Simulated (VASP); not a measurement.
# Hf (P6_3/mmc) in VASP: notebook

Hf is run at these levels: PBE; tasks: single point, relaxation of cell and atoms.

Program: VASP 6.6.1. These are calculated values, not measurements. Logs are shortened: lines on timing, memory, paths and dates and some standing lists are left out, and cuts for length are marked.

## (1) The cell of the first run

Symmetry: P6_3/mmc, No. 194, hexagonal system. Conventional cell: a = 3.205 Å, b = 3.205 Å, c = 5.065 Å, α = 90.00°, β = 90.00°, γ = 120.00°. Hf (site symmetry -6m2) has 12 Hf at 3.14 to 3.20 Å within 4.1 Å.

## (2) Single point, PBE

Contents of INCAR:

```
  PREC = Accurate
  ENCUT = 520
  EDIFF = 1E-7
  ISMEAR = -1
  SIGMA = 0.05
  LREAL = False
  LASPH = True
  NELM = 80
  ALGO = Normal
  ISIF = 2
  LWAVE = False
  LCHARG = True
  GGA = PE
  LELF = True
  LVHAR = True
  NBANDS = 17
```

Contents of KPOINTS:

```
Automatic mesh
0
Gamma
  14 14 8
```

Contents of POSCAR:

```
Hf
1.0
    3.2048483566      0.0000000000      0.0000000000
   -1.6024241783      2.7754800921      0.0000000000
    0.0000000000      0.0000000000      5.0651873423
Hf
2
Direct
    0.3333333333      0.6666666667      0.2500000000
    0.6666666667      0.3333333333      0.7500000000
```

Potentials or basis: VASP PAW PBE potentials, release 64 (Hf_pv).

Started as:

```bash
$ cat potpaw_PBE.64/Hf_pv/POTCAR > POTCAR
$ mpirun -np 1 vasp_std > vasp.out
```

OUTCAR:

```text
PREC = Accurate
   ENCUT = 520
   EDIFF = 1E-7
   ISMEAR = -1
   LREAL = False
   LASPH = True
   NELM = 80
   ISIF = 2
   GGA = PE

 ion  position               nearest neighbor table
   1  0.333  0.667  0.250-   2 3.14   2 3.14   2 3.14   2 3.14   2 3.14   2 3.14
   2  0.667  0.333  0.750-   1 3.14   1 3.14   1 3.14   1 3.14   1 3.14   1 3.14

  LATTYP: Found a hexagonal cell.
 ALAT       =     3.2048483566
 C/A-ratio  =     1.5804764465

  Lattice vectors:

 A1 = (   3.2048483566,   0.0000000000,   0.0000000000)
 A2 = (  -1.6024241783,   2.7754800921,   0.0000000000)
 A3 = (   0.0000000000,   0.0000000000,   5.0651873423)

Analysis of symmetry for initial positions (statically):
=====================================================================
 Subroutine PRICEL returns:
 Original cell was already a primitive cell.

 Routine SETGRP: Setting up the symmetry group for a
 hexagonal supercell.

 Subroutine GETGRP returns: Found 24 space group operations
 (whereof 12 operations were pure point group operations)
 out of a pool of 24 trial point group operations.

The static configuration has the point symmetry D_3d.
 The point group associated with its full space group is D_6h.

Analysis of symmetry for dynamics (positions and initial velocities):
=====================================================================
 Subroutine PRICEL returns:
 Original cell was already a primitive cell.

 Routine SETGRP: Setting up the symmetry group for a
 hexagonal supercell.

 Subroutine GETGRP returns: Found 24 space group operations
 (whereof 12 operations were pure point group operations)
 out of a pool of 24 trial point group operations.

The dynamic configuration has the point symmetry D_3d.
 The point group associated with its full space group is D_6h.

 Subroutine INISYM returns: Found 24 space group operations
 (whereof 12 operations are pure point group operations),
 and found     1 'primitive' translations

----------------------------------------------------------------------------------------

                                     Primitive cell

  volume of cell :      45.0548

  direct lattice vectors                    reciprocal lattice vectors
     3.204848357  0.000000000  0.000000000     0.312027244  0.180149013  0.000000000
    -1.602424178  2.775480092  0.000000000     0.000000000  0.360298027  0.000000000
     0.000000000  0.000000000  5.065187342     0.000000000  0.000000000  0.197426064

  length of vectors
     3.204848357  3.204848357  5.065187342     0.360298027  0.360298027  0.197426064

  position of ions in fractional coordinates (direct lattice)
     0.333333333  0.666666667  0.250000000
     0.666666667  0.333333333  0.750000000

  ion indices of the primitive-cell ions
   primitive index   ion index
                 1           1
                 2           2

----------------------------------------------------------------------------------------

 KPOINTS: Automatic mesh

Automatic generation of k-mesh.
 Grid dimensions read from file:
 generate k-points for:   14   14    8

 Generating k-lattice:

  Cartesian coordinates                     Fractional coordinates (reciprocal lattice)
     0.022287660  0.012867787  0.000000000     0.071428571  0.000000000  0.000000000
     0.000000000  0.025735573  0.000000000     0.000000000  0.071428571  0.000000000
     0.000000000  0.000000000  0.024678258     0.000000000  0.000000000  0.125000000

  Length of vectors
     0.025735573  0.025735573  0.024678258

  Shift w.r.t. Gamma in fractional coordinates (k-lattice)
     0.000000000  0.000000000  0.000000000

 Subroutine IBZKPT returns following result:
 ===========================================

 Found    120 irreducible k-points:

 Following reciprocal coordinates:
            Coordinates               Weight
  0.000000  0.000000  0.000000      1.000000
  0.071429  0.000000  0.000000      6.000000
  0.142857 -0.000000  0.000000      6.000000
  0.214286 -0.000000  0.000000      6.000000
  0.285714  0.000000  0.000000      6.000000
  0.357143  0.000000  0.000000      6.000000
[... 16 lines left out ...]
  0.285714  0.285714  0.000000      6.000000
  0.357143  0.285714  0.000000      6.000000
 [... further k-points ...]
   k-points           NKPTS =    120   k-points in BZ     NKDIM =    120   number of bands    NBANDS=     17
   number of dos      NEDOS =    301   number of ions     NIONS =      2
   total plane-waves  NPLWV =  23040
   dimension x,y,z NGX =    24 NGY =   24 NGZ =   40
   dimension x,y,z NGXF=    48 NGYF=   48 NGZF=   80
   ions per type =               2
   NGX,Y,Z   is equivalent  to a cutoff of  12.45, 12.45, 13.13 a.u.
   NGXF,Y,Z  is equivalent  to a cutoff of  24.90, 24.90, 26.26 a.u.
 SYSTEM =  unknown system
   PREC   = accura    normal or accurate (medium, high low for compatibility)
   ISTART =      0    job   : 0-new  1-cont  2-samecut
   ICHARG =      2    charge: 1-file 2-atom 10-const
   ISPIN  =      1    spin polarized calculation?
   LNONCOLLINEAR =      F non collinear calculations
   LSORBIT =      F    spin-orbit coupling
   LASPH  =      T    aspherical Exc in radial PAW
   ENCUT  =  520.0 eV  38.22 Ry    6.18 a.u.   5.96  5.96  9.42*2*pi/ulx,y,z
   NELM   =     80;   NELMIN=  2; NELMDL= -5     # of ELM steps
   EDIFF  = 0.1E-06   stopping-criterion for ELM
   LREAL  =      F    real-space projection
   EDIFFG = 0.1E-05   stopping-criterion for IOM
   NSW    =      0    number of steps for IOM
   IBRION =     -1    ionic relax: 0-MD 1-quasi-New 2-CG
   NFREE  =      0    steps in history (QN), initial steepest desc. (CG)
   ISIF   =      2    stress and relaxation
   ISYM   =      2    0-nonsym 1-usesym 2-fastsym
   POTIM  = 0.5000    time-step for ionic-motion
   TEBEG  =    0.0;   TEEND  =   0.0 temperature during run
   PSTRESS=    0.0 pullay stress
   NELECT =      20.0000    total number of electrons
   NUPDOWN=      -1.0000    fix difference up-down
   EMIN   =  10.00;   EMAX   =-10.00  energy-range for DOS
   EFERMI =   0.00;   METHOD = LEGACY
   ISMEAR =    -1;   SIGMA  =   0.05  broadening in eV -4-tet -1-fermi 0-gaus
   EFERMI_NEDOS =   21; number of points for ismear=-14 and -15
   IALGO  =     38    algorithm
   IMIX   =      4    mixing-type and parameters
     AMIX     =   0.40;   BMIX     =  1.00
     AMIX_MAG =   1.60;   BMIX_MAG =  1.00
  volume/ion in A,a.u.               =      22.53       152.02
  Fermi-wavevector in a.u.,A,eV,Ry     =   1.248833  2.359953 21.219436  1.559585
  Thomas-Fermi vector in A             =   2.382902
   LORBIT       =      0    0 simple, 1 ext, 2 COOP (PROOUT), +10 PAW based schemes
   GGA     = PE    functional components
   LHFCALC =     F    Hartree Fock is set to
   AEXX    =    0.0000 exact exchange contribution
   IVDW    =     0    specifies the selected vdW correction
   LEPSILON=     F    determine dielectric tensor
   LRPA    =     F    only Hartree local field effects (RPA)
 non-spin polarized calculation
  energy-cutoff  :      520.00
  volume of cell :       45.05
 maximum number of plane-waves:      1236
 NGX is ok and might be reduce to    24
   NGX = 11   NGY = 11   NGZ = 19

 number of electron      20.0000005 magnetization

 Free energy of the ion-electron system (eV)
  ---------------------------------------------------
  ext. energy  EPLUGINS =         0.00000000
  ---------------------------------------------------
  free energy    TOTEN  =       -19.85701547 eV

  energy without entropy =      -19.84600206  energy(sigma->0) =      -19.85150876

 E-fermi :   4.8736     XC(G=0): -11.2516

 val. band max:        4.8590330043   @ k =   0.2857   0.2857   0.2500
 cond. band min:       4.8797798300   @ k =   0.4286   0.1429   0.3750
 fundamental gap:      0.0207468256
 Fermi energy:         4.8735964878

 k-point     1 :       0.0000    0.0000    0.0000
  band No.  band energies     occupation
      1     -26.2122      2.00000
      2     -25.4838      2.00000
      3     -25.4838      2.00000
      4     -25.3636      2.00000
      5     -25.3581      2.00000
      6     -25.3581      2.00000
[... 9 lines left out ...]
     16       7.4850      0.00000
     17      10.1652      0.00000

 k-point     2 :       0.0714    0.0000    0.0000
  band No.  band energies     occupation
      1     -26.1993      2.00000
      2     -25.5112      2.00000
      3     -25.4930      2.00000
      4     -25.3871      2.00000
      5     -25.3695      2.00000
      6     -25.3617      2.00000
[... 9 lines left out ...]
     16       7.3382      0.00000
     17      10.2845      0.00000

 k-point     3 :       0.1429   -0.0000    0.0000
  band No.  band energies     occupation
      1     -26.1618      2.00000
      2     -25.5880      2.00000
      3     -25.5183      2.00000
      4     -25.4668      2.00000
      5     -25.3875      2.00000
      6     -25.3725      2.00000
[... 9 lines left out ...]
     16       7.4030      0.00000
     17      10.5526      0.00000

 k-point     4 :       0.2143   -0.0000    0.0000
  band No.  band energies     occupation
      1     -26.1036      2.00000
      2     -25.6992      2.00000
      3     -25.5782      2.00000
      4     -25.5535      2.00000
      5     -25.4175      2.00000
      6     -25.3893      2.00000
[... 9 lines left out ...]
     16       8.0443      0.00000
     17      10.8317      0.00000
[... 343 lines left out ...]
      1     -25.9690      2.00000
      2     -25.8387      2.00000
      3     -25.7990      2.00000
      4     -25.7518      2.00000
      5     -25.6243      2.00000
      6     -25.5814      2.00000
[... 9 lines left out ...]
     16      10.7372      0.00000
     17      11.3365      0.00000

 k-point    23 :       0.2857    0.2857    0.0000
  band No.  band energies     occupation
      1     -25.9407      2.00000
      2     -25.8439      2.00000
      3     -25.7885      2.00000
      4     -25.7518      2.00000
      5     -25.6332      2.00000
      6     -25.6213      2.00000
[... 9 lines left out ...]
     16      10.6549      0.00000
     17      11.3033      0.00000

 k-point    24 :       0.3571    0.2857    0.0000
  band No.  band energies     occupation
      1     -25.9428      2.00000
      2     -25.8060      2.00000
      3     -25.8028      2.00000
      4     -25.7429      2.00000
      5     -25.6744      2.00000
      6     -25.6477      2.00000
[... 9 lines left out ...]
     16      10.6164      0.00000
     17      10.6215      0.00000

 [... further k-points ...]

------------------------ aborting loop because EDIFF is reached ----------------------------------------

  FORCE on cell =-STRESS in cart. coord.  units (eV):
  Direction    XX          YY          ZZ          XY          YZ          ZX
  --------------------------------------------------------------------------------------
  -------------------------------------------------------------------------------------
  Total       -0.1120250     -0.1120250     -0.1460193      0.0000000     -0.0000000     -0.0000000
  in kB       -3.9836780     -3.9836780     -5.1925396      0.0000000     -0.0000000     -0.0000000
  external PRESSURE =      -4.3866319 kB  Pullay stress =       0.0000000 kB

 VOLUME and BASIS-vectors are now :
 -----------------------------------------------------------------------------
  energy-cutoff  :      520.00
  volume of cell :       45.05
      direct lattice vectors                 reciprocal lattice vectors
     3.204848357  0.000000000  0.000000000     0.312027244  0.180149013  0.000000000
    -1.602424178  2.775480092  0.000000000     0.000000000  0.360298027  0.000000000
     0.000000000  0.000000000  5.065187342     0.000000000  0.000000000  0.197426064

 POSITION                                       TOTAL-FORCE (eV/Angst)
 -----------------------------------------------------------------------------------
     -0.00000      1.85032      1.26630        -0.000000      0.000000      0.000000
      1.60242      0.92516      3.79889         0.000000     -0.000000      0.000000
 -----------------------------------------------------------------------------------
    total drift:                               -0.000000      0.000000     -0.000000

  FREE ENERGIE OF THE ION-ELECTRON SYSTEM (eV)
  ---------------------------------------------------
  free  energy   TOTEN  =       -19.8570154722 eV

  energy  without entropy=      -19.8460020566  energy(sigma->0) =      -19.85150876
```

It took 42 s on 1 thread of Intel Xeon Platinum 8488C (Sapphire Rapids), shared host; peak memory 0.21 GiB.

Results:

* Free energy: -19.8570 eV
* Pressure: -0.4 GPa
* Band gap on the k mesh: zero (bands 10 and 11 overlap by 1.55 eV)

Caveat: spin-orbit coupling is left out, which moves the levels of the heavy elements.

## (3) Relaxation of cell and atoms, PBE

This run uses another cell than the first one, of 22.38 Å³/atom.

Contents of INCAR:

```
SYSTEM = Hf
PREC = Accurate
ENCUT = 600
EDIFF = 1E-6
ISMEAR = -1
SIGMA = 0.05
LREAL = .False.
LASPH = .True.
NELM = 100
ALGO = Normal
ISIF = 3
LWAVE = .False.
LCHARG = .False.
GGA = PE
IBRION = 2
NSW = 80
EDIFFG = -0.01
```

Contents of KPOINTS:

```
Automatic mesh
0
Gamma
  14 14 8
  0 0 0
```

Contents of POSCAR:

```
Hf
1.0
    3.1967000000      0.0000000000      0.0000000000
   -1.5983500000      2.7684234083      0.0000000000
    0.0000000000      0.0000000000      5.0578000000
Hf
2
Direct
    0.3333333333      0.6666666667      0.2500000000
    0.6666666667      0.3333333333      0.7500000000
```

Potentials or basis: VASP PAW PBE potentials, release 64 (Hf_pv).

Started as:

```bash
$ cat potpaw_PBE.64/Hf_pv/POTCAR > POTCAR
$ mpirun -np 1 vasp_std > vasp.out
```

Wall time 2.1 min (1 thread of Intel Xeon Platinum 8488C (Sapphire Rapids), shared host); peak memory 0.24 GiB.

Results (log left out):

```yaml
Free_energy: -19.8577 eV
Relaxed_volume: 22.44 Å³/atom
Relaxed_cell: a = 3.201 Å, b = 3.201 Å, c = 5.056 Å, α = 90.00°, β = 90.00°, γ = 120.00°
Space_group_after_relaxing_to_0.1_Å: P6_3/mmc (No. 194)
Energy_gained_by_relaxing: 0.1 meV/atom
Ionic_steps: 4
Pressure_after_relaxing: 0.0 GPa
Band_gap_on_the_k_mesh: zero (bands 10 and 11 overlap by 1.54 eV)
```

The path:
```
step  energy change (eV)  largest force (eV/Å)  pressure (GPa)  volume (Å³)
   1              0.0000                0.0000            0.28        44.76
   2              0.0000                0.0000           -0.32        45.01
   3             -0.0001                0.0000           -0.03        44.88
   4             -0.0001                0.0000            0.00        44.88
```

Final structure:
```
Hf
1.0
     3.20135    0.00000    0.00000
    -1.60067    2.77245    0.00000
     0.00000    0.00000    5.05616
Hf
2
Direct
  0.33333 0.66667 0.25000
  0.66667 0.33333 0.75000
```

Levels at points of the mesh, in eV from the Fermi level:
```csv
k point,band 7,band 8,band 9,band 10,band 11,band 12,band 13,band 14
"(0.00, 0.00, 0.00)",-7.37,-3.70,0.64,1.17,1.17,1.47,2.00,2.00
"(0.50, 0.00, 0.00)",-3.35,-2.74,-2.22,-0.82,0.78,0.87,1.68,5.86
"(0.00, 0.00, 0.50)",-5.40,-5.40,0.15,0.15,1.06,1.06,1.06,1.06
"(0.50, 0.00, 0.50)",-3.40,-3.40,-0.98,-0.98,1.16,1.16,2.63,2.63
```

Caveat: spin-orbit coupling is left out, which moves the levels of the heavy elements.

The gap in the log of VASP goes by the Fermi energy; the results here count the filled bands.